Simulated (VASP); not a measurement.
# MgO (P-1) in VASP: notebook, part 2 of 2

VASP 6.6.1.

## 3. Single point, LDA

This run uses another cell than the first one, of the same volume but with other edges.

Contents of INCAR:

```
SYSTEM = MgO
ALGO     = Normal         ! electronic algorithm
EDIFF    = 1E-6           ! SCF threshold, eV
ENCUT    = 520            ! plane-wave cutoff, eV
GGA      = CA             ! functional
ISIF     = 2              ! what is computed and relaxed
ISMEAR   = 0              ! smearing method
LASPH    = .TRUE.         ! aspherical terms in the spheres
LCHARG   = .FALSE.        ! write CHGCAR
LREAL    = .FALSE.        ! projectors in reciprocal space
LWAVE    = .FALSE.        ! write WAVECAR
NBANDS   = 36             ! bands
NELM     = 100            ! most SCF steps
PREC     = Accurate       ! precision mode
SIGMA    = 0.05           ! smearing width, eV
```

Contents of KPOINTS:

```
k-points
0
G
  8 8 2
  0 0 0
```

Contents of POSCAR:

```
MgO
1.0
   -3.4517839558      0.0000000000      0.0000000000
   -1.7258919779     -2.9893325941      0.0000000000
   -1.3423604273     -0.9964441980     12.4189476803
Mg O
6 6
Direct
    0.6481444444      0.6388833333      0.0833500000
    0.5740703704      0.5277722222      0.4166833333
    0.4999962963      0.4166611111      0.7500166667
    0.1296259259      0.0277722222      0.9166833333
    0.2777740741      0.2499944444      0.2500166667
    0.2037000000      0.1388833333      0.5833500000
    0.4629592593      0.3611055556      0.9166833333
    0.6111074074      0.5833277778      0.2500166667
    0.5370333333      0.4722166667      0.5833500000
    0.3148111111      0.3055500000      0.0833500000
    0.2407370370      0.1944388889      0.4166833333
    0.1666629630      0.0833277778      0.7500166667
```

Potentials or basis: VASP PAW LDA potentials, release 64 (Mg, O).

Command:

```sh
$ cat potpaw_LDA.64/Mg/POTCAR potpaw_LDA.64/O/POTCAR > POTCAR
$ mpirun -np 1 vasp_std > vasp.out
```

OUTCAR:

```text
SYSTEM = MgO
   EDIFF = 1E-6
   ENCUT = 520
   GGA = CA
   ISIF = 2
   ISMEAR = 0
   LASPH = .TRUE.
   LREAL = .FALSE.
   NELM = 100
   PREC = Accurate

 ion  position               nearest neighbor table
   1  0.648  0.639  0.083-  10 1.99  10 1.99  10 1.99   8 2.07   7 2.66   4 2.66   5 2.87   5 2.87
                             5 2.87   4 2.90   4 3.12
   2  0.574  0.528  0.417-  11 1.99  11 1.99  11 1.99   8 2.07   9 2.07   5 2.87   5 2.87   5 2.87
                             6 2.87   6 2.87   6 2.87
   3  0.500  0.417  0.750-  12 1.99  12 1.99  12 1.99   7 2.07   9 2.07   4 2.87   4 2.87   4 2.87
[... 1181 lines left out ...]
 -----------------------------------------------------------------------------
  energy-cutoff  :      520.00
  volume of cell :      128.15
      direct lattice vectors                 reciprocal lattice vectors
    -3.451783956  0.000000000  0.000000000    -0.289705269  0.167261415 -0.017893805
    -1.725891978 -2.989332594  0.000000000     0.000000000 -0.334522830 -0.026840707
    -1.342360427 -0.996444198 12.418947680     0.000000000  0.000000000  0.080522120

 POSITION                                       TOTAL-FORCE (eV/Angst)
 -----------------------------------------------------------------------------------
     -3.45178     -1.99289      1.03512        -0.218792      0.239110      1.642042
     -3.45178     -1.99289      5.17477         0.001641     -0.000043      0.004802
     -3.45178     -1.99289      9.31442        -0.039693     -0.004452     -0.134938
     -1.72589     -0.99644     11.38424         0.218792     -0.239110     -1.642042
     -1.72589     -0.99644      3.10494         0.039693      0.004452      0.134938
     -1.72589     -0.99644      7.24459        -0.001641      0.000043     -0.004802
     -3.45178     -1.99289     11.38424        -1.377419     -0.109004     -3.460860
     -3.45178     -1.99289      3.10494         0.046620     -0.002226     -0.026671
     -3.45178     -1.99289      7.24459         0.000099      0.000300     -0.004249
     -1.72589     -0.99644      1.03512         1.377419      0.109004      3.460860
     -1.72589     -0.99644      5.17477        -0.000099     -0.000300      0.004249
     -1.72589     -0.99644      9.31442        -0.046620      0.002226      0.026671
 -----------------------------------------------------------------------------------
    total drift:                                0.000023     -0.000031     -0.000011

  FREE ENERGIE OF THE ION-ELECTRON SYSTEM (eV)
  ---------------------------------------------------
  free  energy   TOTEN  =       -76.6261315999 eV

  energy  without entropy=      -76.6261315999  energy(sigma->0) =      -76.62613160
```

OSZICAR:

```text
N       E                     dE             d eps       ncg     rms          rms(c)
DAV:   1     0.238096683824E+03    0.23810E+03   -0.23222E+04  4896   0.120E+03
DAV:   2    -0.703237463811E+02   -0.30842E+03   -0.29380E+03  6316   0.262E+02
DAV:   3    -0.893128972696E+02   -0.18989E+02   -0.18885E+02  6128   0.675E+01
DAV:   4    -0.894567764056E+02   -0.14388E+00   -0.14377E+00  5944   0.669E+00
DAV:   5    -0.894579372449E+02   -0.11608E-02   -0.11606E-02  5988   0.585E-01    0.194E+01
DAV:   6    -0.772452853792E+02    0.12213E+02   -0.47755E+01  5628   0.334E+01    0.640E+00
DAV:   7    -0.768862831078E+02    0.35900E+00   -0.96925E-01  5540   0.549E+00    0.377E+00
DAV:   8    -0.766319101358E+02    0.25437E+00   -0.43815E-01  5952   0.474E+00    0.655E-01
DAV:   9    -0.766264604750E+02    0.54497E-02   -0.42370E-02  5972   0.109E+00    0.234E-01
DAV:  10    -0.766268390315E+02   -0.37856E-03   -0.66960E-03  5872   0.448E-01    0.194E-01
DAV:  11    -0.766261849776E+02    0.65405E-03   -0.24534E-03  6012   0.352E-01    0.622E-02
DAV:  12    -0.766261428565E+02    0.42121E-04   -0.70469E-04  6004   0.170E-01    0.119E-02
DAV:  13    -0.766261372493E+02    0.56072E-05   -0.41852E-05  5996   0.648E-02    0.136E-02
DAV:  14    -0.766261316419E+02    0.56074E-05   -0.22016E-05  5948   0.477E-02    0.489E-03
DAV:  15    -0.766261315999E+02    0.41923E-07   -0.74110E-06  5936   0.166E-02
   1 F= -.76626132E+02 E0= -.76626132E+02  d E =-.362278E-13
```

stdout:

```text
POSCAR found type information on POSCAR MgO
 POSCAR found :  2 types and      12 ions
 scaLAPACK will be used
 LDA part: xc-table for (Slater(with rela. corr.)+CA(PZ))
 , standard interpolation
 POSCAR, INCAR and KPOINTS ok, starting setup
 FFT: planning ... GRIDC
 FFT: planning ... GRID_SOFT
 FFT: planning ... GRID
 WAVECAR not read
 entering main loop
```

Wall time 9.9 min (1 thread of Oxide Virtual Turin-like, shared host); peak memory 0.33 GiB.

What came out:

- Free energy: -76.6261 eV
- Pressure: 0.4 GPa
- Largest force: 3.726 eV/Å
- Band gap on the k mesh: 1.31 eV, indirect (least direct gap 1.32 eV)

Forces in eV/Å, atoms in the order of the input:
```
Mg  -0.219  0.239  1.642
Mg   0.002  0.000  0.005
Mg  -0.040 -0.004 -0.135
Mg   0.219 -0.239 -1.642
Mg   0.040  0.004  0.135
Mg  -0.002  0.000 -0.005
O   -1.377 -0.109 -3.461
O    0.047 -0.002 -0.027
O    0.000  0.000 -0.004
O    1.377  0.109  3.461
O    0.000  0.000  0.004
O   -0.047  0.002  0.027
```

Levels at points of the mesh, in eV from the valence-band top:
| k point | band 20 | band 21 | band 22 | band 23 | band 24 | band 25 | band 26 | band 27 | band 28 | band 29 |
| --- | --- | --- | --- | --- | --- | --- | --- | --- | --- | --- |
| (0.00, 0.00, 0.00) | -1.96 | -1.95 | -1.92 | -1.87 | -0.02 | 1.31 | 3.35 | 4.06 | 6.17 | 6.45 |
| (0.50, 0.00, 0.00) | -2.02 | -1.81 | -1.74 | -1.71 | -0.08 | 3.94 | 5.35 | 5.93 | 6.17 | 6.26 |
| (0.00, 0.50, 0.00) | -2.00 | -1.86 | -1.75 | -1.74 | -0.05 | 4.39 | 5.29 | 5.92 | 6.18 | 6.20 |
| (0.50, 0.50, 0.00) | -2.17 | -1.98 | -1.79 | -1.59 | -0.06 | 4.38 | 5.40 | 5.98 | 6.04 | 6.58 |
| (0.00, 0.00, 0.50) | -2.09 | -1.88 | -1.82 | -1.61 | -0.22 | 1.47 | 3.04 | 4.72 | 5.20 | 7.59 |
| (0.50, 0.00, 0.50) | -2.13 | -1.93 | -1.85 | -1.60 | -0.10 | 3.95 | 5.35 | 5.98 | 6.04 | 6.56 |
| (0.00, 0.50, 0.50) | -2.18 | -1.95 | -1.82 | -1.62 | -0.05 | 4.39 | 5.29 | 5.98 | 6.01 | 6.58 |
| (0.50, 0.50, 0.50) | -1.98 | -1.80 | -1.76 | -1.73 | -0.07 | 4.38 | 5.40 | 5.93 | 6.18 | 6.21 |

Caveat: forces of over 1 eV/Å act on the atoms, so gaps and moduli don't describe the material at rest.

## 4. Single point, LDA

This run uses another cell than the first one, of the same volume but with other edges.

Contents of INCAR:

```
PREC = Accurate
ENCUT = 520
EDIFF = 1E-6
ISMEAR = 0
SIGMA = 0.05
LREAL = F
LASPH = T
NELM = 100
ALGO = Normal
ISIF = 2
LWAVE = F
LCHARG = T
LELF = T
LVHAR = T
NBANDS = 36
```

Contents of KPOINTS:

```
Automatic mesh
0
Gamma
  8 8 2
```

Contents of POSCAR:

```
MgO
1.0
   -3.4517839558      0.0000000000      0.0000000000
   -1.7258919779     -2.9893325941      0.0000000000
   -0.1917657753     -0.3321480660     12.4189476803
Mg O
6 6
Direct
    0.6666666667      0.6574055556      0.0833500000
    0.6666666667      0.6203685185      0.4166833333
    0.6666666667      0.5833314815      0.7500166667
    0.3333333333      0.2314796296      0.9166833333
    0.3333333333      0.3055537037      0.2500166667
    0.3333333333      0.2685166667      0.5833500000
    0.6666666667      0.5648129630      0.9166833333
    0.6666666667      0.6388870370      0.2500166667
    0.6666666667      0.6018500000      0.5833500000
    0.3333333333      0.3240722222      0.0833500000
    0.3333333333      0.2870351852      0.4166833333
    0.3333333333      0.2499981481      0.7500166667
```

Command:

```sh
$ cat potpaw_LDA.64/Mg/POTCAR potpaw_LDA.64/O/POTCAR > POTCAR
$ mpirun -np 1 vasp_std > vasp.out
```

Wall time 5.6 min (1 thread of Oxide Virtual Turin-like, shared host); peak memory 0.33 GiB.

It converged, with:

| Item | Value |
| --- | --- |
| Free energy | -79.3203 eV |
| Pressure | -1.9 GPa |
| Largest force | 0.687 eV/Å |
| Band gap on the k mesh | 3.38 eV, direct |

Forces on the atoms (eV/Å):
```
Mg   0.169  0.614  0.207
Mg   0.000  0.000  0.000
Mg  -0.014 -0.018 -0.007
Mg  -0.169 -0.614 -0.207
Mg   0.014  0.018  0.007
Mg   0.000  0.000  0.000
O   -0.439 -0.527 -0.042
O    0.009  0.003 -0.002
O    0.000  0.001  0.000
O    0.439  0.527  0.042
O    0.000 -0.001  0.000
O   -0.009 -0.003  0.002
```

Stress tensor (GPa, compression positive):
```
-1.83 -0.21  1.75
-0.21 -2.64  3.11
 1.75  3.11 -1.18
```

Levels at points of the mesh, in eV from the valence-band top:
```csv
k point,band 20,band 21,band 22,band 23,band 24,band 25,band 26,band 27,band 28,band 29
"(0.00, 0.00, 0.00)",-1.13,-1.09,-0.96,-0.82,0.00,3.38,5.04,5.11,7.71,7.76
"(0.50, 0.00, 0.00)",-1.16,-1.15,-0.73,-0.65,-0.41,6.84,6.98,7.02,7.39,7.49
"(0.00, 0.50, 0.00)",-1.17,-1.13,-0.74,-0.66,-0.44,6.88,7.02,7.16,7.43,7.47
"(0.50, 0.50, 0.00)",-1.20,-1.17,-0.73,-0.59,-0.49,6.68,6.96,7.04,7.48,7.53
"(0.00, 0.00, 0.50)",-0.99,-0.97,-0.91,-0.58,-0.44,3.89,3.97,6.36,6.43,8.87
"(0.50, 0.00, 0.50)",-0.93,-0.93,-0.92,-0.76,-0.52,6.89,6.90,7.10,7.17,8.07
"(0.00, 0.50, 0.50)",-0.96,-0.90,-0.88,-0.77,-0.55,6.90,7.00,7.16,7.25,8.07
"(0.50, 0.50, 0.50)",-0.94,-0.92,-0.76,-0.76,-0.65,6.70,6.91,7.15,7.18,8.19
```

As with any semilocal functional, this LDA gap is likely too small.

## 5. Summary

```csv
cell,gap on the mesh (eV),pressure (GPa),largest force (eV/Å)
"a = 3.452, b = 3.452, c = 12.947 Å, angles 75.4, 76.3, 60.0°, 12 atoms",2.97,-1.1,4.57
"a = 3.452, b = 3.452, c = 12.531 Å, angles 83.0, 83.9, 60.0°, 12 atoms",1.31,0.4,3.73
"a = 3.452, b = 3.452, c = 12.425 Å, angles 88.2, 89.1, 60.0°, 12 atoms",3.38,-1.9,0.69
```

Alike in all rows: task single point; level LDA; potentials or basis VASP PAW LDA potentials, release 64 (Mg, O); no spin polarisation; k mesh 8 × 8 × 2; cutoff (eV) 520; smearing gaussian 0.05 eV.

Caveats: forces of over 1 eV/Å act on the atoms, so gaps and moduli don't describe the material at rest (some runs).

Absolute energies hang on the potentials; compare differences alone.
